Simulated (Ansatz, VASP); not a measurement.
## KPdO3: VASP beside Ansatz

```
CELL_PARAMETERS angstrom
4.07008 0.00000 0.00000
0.00000 4.07008 0.00000
0.00000 0.00000 4.07008
ATOMIC_POSITIONS crystal
K 0.00000 0.00000 0.00000
Pd 0.50000 0.50000 0.50000
O 0.50000 0.50000 0.00000
O 0.50000 0.00000 0.50000
O 0.00000 0.50000 0.50000
```

Alike in both runs: task single point; functional LDA; k mesh 5 × 5 × 5; occupations gaussian, width 0.3 eV; no spin polarisation.

|  | VASP | Ansatz |
| --- | --- | --- |
| version | VASP 6.6.1 | Ansatz 0.2.0 |
| potentials or method | VASP PAW LDA potentials, release 64 (K_sv, Pd, O) | plane waves, PAW |
| plane-wave cutoff (eV) | 520 | 420 |
| valence electrons in the cell | 37 | 45 |

```tsv
	VASP	Ansatz	Ansatz less VASP
pressure (GPa)	-12.2	-12.5	-0.36
```

LDA's correlation is that of Perdew and Zunger in VASP and of Perdew and Wang (1992) in Ansatz. VASP's potentials hold 37 valence electrons a cell and Ansatz's 45, so a difference there can come from the potentials and not from the codes. Ansatz's warnings: stress scf threshold loose.
